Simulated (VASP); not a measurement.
Write the native input for VASP 6.6.1 that does the following.

| Item | Value |
| --- | --- |
| Task | single point |
| Functional | revPBE |
| Dispersion | D3(BJ) |
| Potentials or basis | VASP PAW PBE potentials, release 64 (Tb_3), 4f in core |
| Cutoff | 520 eV |
| k mesh | 9 × 9 × 9 |
| Occupations | tetrahedron |
| Spin | collinear spin, ferromagnetic start |
| Starting moments | [6.0] μB |
| Dipole correction | no |
| Further INCAR settings | ALGO = Normal; EDIFF = 1e-06; NBANDS = 14 |

The structure of Tb lies in POSCAR:

```
Tb
1.0
   -2.0364504017      2.0364504017      2.0364504017
    2.0364504017     -2.0364504017      2.0364504017
    2.0364504017      2.0364504017     -2.0364504017
Tb
1
Direct
    0.0000000000      0.0000000000      0.0000000000
```

This isn't the form of Tb at room conditions, which is hcp.

The input as run:

INCAR

```
SYSTEM = Tb
PREC     = Accurate       ! precision mode
ENCUT    = 520            ! plane-wave cutoff, eV
EDIFF    = 1E-6           ! SCF threshold, eV
ISMEAR   = -5             ! smearing method
SIGMA    = 0.1            ! smearing width, eV
LREAL    = .FALSE.        ! projectors in reciprocal space
LASPH    = .TRUE.         ! aspherical terms in the spheres
NELM     = 150            ! most SCF steps
ALGO     = Normal         ! electronic algorithm
ISIF     = 2              ! what is computed and relaxed
LWAVE    = .FALSE.        ! write WAVECAR
LCHARG   = .TRUE.         ! write CHGCAR
ISPIN    = 2              ! spin polarisation
MAGMOM   = 6              ! initial moments
LORBIT   = 11             ! projections on sites
LMAXMIX  = 6              ! l up to which the mixer works
GGA      = RE             ! functional
IVDW     = 12             ! dispersion correction
LELF     = .TRUE.         ! ELF
LVHAR    = .TRUE.       
NBANDS   = 14             ! bands
```

KPOINTS

```
Automatic mesh
0
G
  9 9 9
  0 0 0
```

Potentials or basis: VASP PAW PBE potentials, release 64 (Tb_3), 4f in core.

Run with:

```console
$ cat potpaw_PBE.64/Tb_3/POTCAR > POTCAR
$ mpirun -np 1 vasp_std > vasp.out
```

Results of the run:

- Pressure: -3.1 GPa
- Net moment: 0.55 μB per cell
- Site moments: Tb +0.38 μB
- Valence electrons inside the program's atomic spheres: Tb 7.72
- Dispersion energy per atom: -0.573 eV

Caveat: the magnetic or orbital state may not be the lowest; the cell stands under tension; an empty level that is flat over the whole mesh can mark a ghost state of the potentials, or a narrow d or f band; the PAW data sets were made with another functional, which shifts forces and pressure a little; tetrahedron occupations give inexact forces and stress in metals.

Wall time 76 s on 1 thread of Intel Xeon 8259CL, on a shared host, peak memory 0.2 GiB.
